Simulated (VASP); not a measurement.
# Si (P-4m2) in VASP: further runs, part 2 of 2

VASP 6.6.1. The steps go on from the part before.

### Step 4. Single point, LDA (mode 6 frozen in at -0.066 Å, normal strain along x +0.0467)

File INCAR:

```
ALGO = Normal
EDIFF = 1E-6
ENCUT = 520
GGA = CA
ISIF = 2
ISMEAR = 0
LASPH = True
LCHARG = False
LREAL = False
LWAVE = False
NBANDS = 16
NELM = 80
PREC = Accurate
SIGMA = 0.05
```

File KPOINTS:

```
k-points
0
Gamma
  10 10 6
```

File POSCAR:

```
Si
1.0
    0.0000000000     -2.7007989451     -2.7007989451
    0.0000000000      2.7007989451     -2.7007989451
    5.6538525117      0.0000000000      0.0000000000
Si
4
Direct
    0.5000000000      0.5000000000     -0.0122186067
    0.0000000000      0.0000000000      0.5122186067
    0.0000000000      0.5000000000      0.2500000000
    0.5000000000      0.0000000000      0.7500000000
```

Run with:

```sh
cat potpaw_LDA.64/Si/POTCAR > POTCAR
mpirun -np 1 vasp_std > vasp.out
```

It took 30 s on 1 thread of AMD EPYC 9R45 (Zen 5), shared host; peak memory 0.17 GiB.

The run converged. Its results:

```yaml
Free_energy: -23.6809 eV
Pressure: -3.8 GPa
Largest_force: 1.095 eV/Å
Band_gap_on_the_k_mesh: 0.08 eV
```

Forces in eV/Å, atoms in the order of the input:
```
Si   1.095  0.000  0.000
Si  -1.095  0.000  0.000
Si   0.000  0.000  0.000
Si   0.000  0.000  0.000
```

Stress tensor (GPa, compression positive):
```
-7.12  0.00  0.00
 0.00 -2.09  0.00
 0.00  0.00 -2.09
```

Levels at points of the mesh, in eV from the valence-band top:
| k point | band 6 | band 7 | band 8 | band 9 | band 10 | band 11 |
| --- | --- | --- | --- | --- | --- | --- |
| (0.00, 0.00, 0.00) | -0.38 | 0.00 | 0.00 | 0.74 | 0.74 | 2.33 |
| (0.50, 0.00, 0.00) | -3.84 | -1.46 | -0.95 | 2.26 | 2.68 | 4.46 |
| (0.50, 0.50, 0.00) | -3.01 | -3.01 | -2.90 | 0.08 | 0.41 | 0.41 |
| (0.00, 0.00, 0.50) | -2.08 | -1.52 | -1.52 | 1.02 | 1.25 | 2.81 |
| (0.50, 0.00, 0.50) | -1.49 | -1.37 | -0.82 | 1.03 | 1.17 | 2.86 |
| (0.50, 0.50, 0.50) | -3.87 | -3.87 | -3.87 | 3.51 | 3.72 | 3.72 |

Caveat: the cell differs from its parent crystal (mode 6 frozen in at -0.066 Å, normal strain along x +0.0467); forces of over 1 eV/Å act on the atoms, so gaps and moduli don't describe the material at rest. A k mesh can miss the band edges.

### Step 5. Single point, LDA (mode 6 frozen in at -0.099 Å, normal strain along x +0.0467)

File INCAR:

```
SYSTEM = Si
ALGO = Normal
EDIFF = 1E-6
ENCUT = 520
ISIF = 2
ISMEAR = 0
LASPH = .True.
LCHARG = .False.
LREAL = .False.
LWAVE = .False.
NBANDS = 16
NELM = 100
PREC = Accurate
SIGMA = 0.05
```

File KPOINTS:

```
k-points
0
Gamma
  10 10 6
  0 0 0
```

Changes to POSCAR since step 4:

```diff
@@ -8,4 +8,4 @@
 Direct
-    0.5000000000      0.5000000000     -0.0122186067
-    0.0000000000      0.0000000000      0.5122186067
+    0.5000000000      0.5000000000     -0.0183279100
+    0.0000000000      0.0000000000      0.5183279100
     0.0000000000      0.5000000000      0.2500000000
```

Run with:

```sh
cat potpaw_LDA.64/Si/POTCAR > POTCAR
mpirun -np 1 vasp_std > vasp.out
```

It took 33 s on 1 thread of AMD EPYC 9R45 (Zen 5), shared host; peak memory 0.17 GiB.

Results (log left out):

* Free energy: -23.5870 eV
* Pressure: -3.5 GPa
* Largest force: 1.627 eV/Å
* Band gap on the k mesh: zero (band 8 reaches 5.64 eV, above the bottom of band 9 at 5.53 eV)

Forces on the atoms (eV/Å):
```
Si   1.627  0.000  0.000
Si  -1.627  0.000  0.000
Si   0.000  0.000  0.000
Si   0.000  0.000  0.000
```

Stress tensor (GPa, compression positive):
```
-7.10  0.00  0.00
 0.00 -1.72  0.00
 0.00  0.00 -1.72
```

Levels at points of the mesh, in eV from the Fermi level:
```
           k point  band 5  band 6  band 7  band 8  band 9  band 10  band 11  band 12
(0.00, 0.00, 0.00)   -2.83   -0.46   -0.02   -0.02    0.67     0.68     2.29     2.29
(0.50, 0.00, 0.00)   -4.13   -3.82   -1.65   -0.89    2.10     2.72     4.36     4.46
(0.50, 0.50, 0.00)   -3.22   -3.04   -3.04   -2.89   -0.13     0.36     0.36     0.82
(0.00, 0.00, 0.50)   -2.28   -2.28   -1.44   -1.44    0.88     1.21     2.75     3.05
(0.50, 0.00, 0.50)   -1.58   -1.57   -1.52   -0.75    0.92     1.14     2.71     3.06
(0.50, 0.50, 0.50)   -3.97   -3.91   -3.90   -3.90    3.36     3.68     3.68     3.97
```

Caveat: the cell differs from its parent crystal (mode 6 frozen in at -0.099 Å, normal strain along x +0.0467); forces of over 1 eV/Å act on the atoms, so gaps and moduli don't describe the material at rest.

### Step 6. Single point, LDA (mode 6 frozen in at -0.132 Å, normal strain along x +0.0700)

File INCAR:

```
SYSTEM = Si
  PREC = Accurate
  ENCUT = 520
  EDIFF = 1E-6
  ISMEAR = 0
  SIGMA = 0.05
  LREAL = .FALSE.
  LASPH = .TRUE.
  NELM = 60
  ALGO = Normal
  ISIF = 2
  LWAVE = .FALSE.
  LCHARG = .TRUE.
  GGA = CA
  LELF = .TRUE.
  LVHAR = .TRUE.
  NBANDS = 16
```

File KPOINTS:

```
regular mesh
0
G
  10 10 6
  0 0 0
```

File POSCAR:

```
Si
1.0
    0.0000000000     -2.7007989451     -2.7007989451
    0.0000000000      2.7007989451     -2.7007989451
    5.7797097425      0.0000000000      0.0000000000
Si
4
Direct
    0.5000000000      0.5000000000     -0.0244372133
    0.0000000000      0.0000000000      0.5244372133
    0.0000000000      0.5000000000      0.2500000000
    0.5000000000      0.0000000000      0.7500000000
```

Potentials or basis: VASP PAW LDA potentials, release 64 (Si).

Run with:

```sh
cat potpaw_LDA.64/Si/POTCAR > POTCAR
mpirun -np 1 vasp_std > vasp.out
```

OUTCAR:

```text
SYSTEM = Si
   PREC = Accurate
   ENCUT = 520
   EDIFF = 1E-6
   ISMEAR = 0
   LREAL = .FALSE.
   LASPH = .TRUE.
   NELM = 60
   ISIF = 2
   GGA = CA

 ion  position               nearest neighbor table
   1  0.500  0.500  0.976-   4 2.31   4 2.31   3 2.48   3 2.48
   2  0.000  0.000  0.524-   4 2.31   4 2.31   3 2.48   3 2.48
   3  0.000  0.500  0.250-   1 2.48   2 2.48   2 2.48   1 2.48
   4  0.500  0.000  0.750-   1 2.31   2 2.31   1 2.31   2 2.31

  LATTYP: Found a simple tetragonal cell.
 ALAT       =     3.8195064974
 C/A-ratio  =     1.5132085117

[... 647 lines left out ...]
     16      11.9441      0.00000

 [... further k-points ...]
[... 5 lines left out ...]
  --------------------------------------------------------------------------------------
  -------------------------------------------------------------------------------------
  Total       -5.3244287     -1.1584676     -1.1584676      0.0000000     -0.0000000      0.0000000
  in kB     -101.1726346    -22.0127324    -22.0127324      0.0000000     -0.0000000      0.0000000
  external PRESSURE =     -48.3993665 kB  Pullay stress =       0.0000000 kB

 VOLUME and BASIS-vectors are now :
 -----------------------------------------------------------------------------
  energy-cutoff  :      520.00
  volume of cell :       84.32
      direct lattice vectors                 reciprocal lattice vectors
     0.000000000 -2.700798945 -2.700798945     0.000000000 -0.185130404 -0.185130404
     0.000000000  2.700798945 -2.700798945     0.000000000  0.185130404 -0.185130404
     5.779709742  0.000000000  0.000000000     0.173019069  0.000000000  0.000000000

 POSITION                                       TOTAL-FORCE (eV/Angst)
 -----------------------------------------------------------------------------------
      5.63847      0.00000     -2.70080         2.065048     -0.000000      0.000000
      3.03109      0.00000      0.00000        -2.065048      0.000000     -0.000000
      1.44493      1.35040     -1.35040         0.000000     -0.000000      0.000000
      4.33478     -1.35040     -1.35040         0.000000     -0.000000      0.000000
 -----------------------------------------------------------------------------------
    total drift:                               -0.000000      0.000000     -0.000000

  FREE ENERGIE OF THE ION-ELECTRON SYSTEM (eV)
  ---------------------------------------------------
  free  energy   TOTEN  =       -23.3580154269 eV

  energy  without entropy=      -23.3575528045  energy(sigma->0) =      -23.35778412
```

Run time: 36 s. Hardware: 1 thread of AMD EPYC 9R45 (Zen 5), shared host; peak memory 0.17 GiB.

What came out:

```yaml
Free_energy: -23.3580 eV
Pressure: -4.8 GPa
Largest_force: 2.065 eV/Å
Band_gap_on_the_k_mesh: zero (band 8 reaches 5.53 eV, above the bottom of band 9 at 5.14 eV)
```

Forces on the atoms (eV/Å):
```
Si   2.065  0.000  0.000
Si  -2.065  0.000  0.000
Si   0.000  0.000  0.000
Si   0.000  0.000  0.000
```

Stress tensor (GPa, compression positive):
```
-10.12   0.00   0.00
  0.00  -2.20   0.00
  0.00   0.00  -2.20
```

Levels at points of the mesh, in eV from the Fermi level:
```csv
k point,band 6,band 7,band 8,band 9,band 10,band 11
"(0.00, 0.00, 0.00)",-0.61,0.05,0.05,0.73,0.76,2.23
"(0.50, 0.00, 0.00)",-3.77,-1.70,-0.68,2.04,2.87,4.21
"(0.50, 0.50, 0.00)",-3.04,-3.04,-2.84,-0.35,0.31,0.31
"(0.00, 0.00, 0.50)",-2.34,-1.22,-1.22,0.85,1.28,2.73
"(0.50, 0.00, 0.50)",-1.64,-1.61,-0.54,0.65,1.01,2.55
"(0.50, 0.50, 0.50)",-3.87,-3.82,-3.82,3.08,3.51,3.51
```

Caveat: the cell differs from its parent crystal (mode 6 frozen in at -0.132 Å, normal strain along x +0.0700); forces of over 1 eV/Å act on the atoms, so gaps and moduli don't describe the material at rest.

### Step 7. Summary

| cell | gap on the mesh (eV) | pressure (GPa) | largest force (eV/Å) |
| --- | --- | --- | --- |
| a = 3.820, b = 3.820, c = 5.527 Å, 4 atoms | none | -1.6 | 1.66 |
| a = 3.820, b = 3.820, c = 5.654 Å, 4 atoms | none | -3.5 | 1.63 |
| a = 3.820, b = 3.820, c = 5.780 Å, 4 atoms | none | -4.8 | 2.07 |

Some of these runs hold the atoms at other places in the same cell, which the table doesn't show; runs alike in all that it shows share one row.

Alike in all rows: task single point; level LDA; potentials or basis VASP PAW LDA potentials, release 64 (Si); no spin polarisation; k mesh 10 × 10 × 6; cutoff (eV) 520; smearing gaussian 0.05 eV.

Caveats: forces of over 1 eV/Å act on the atoms, so gaps and moduli don't describe the material at rest.

Total energies depend on the potentials used, so only differences within one code and one set of settings carry meaning.
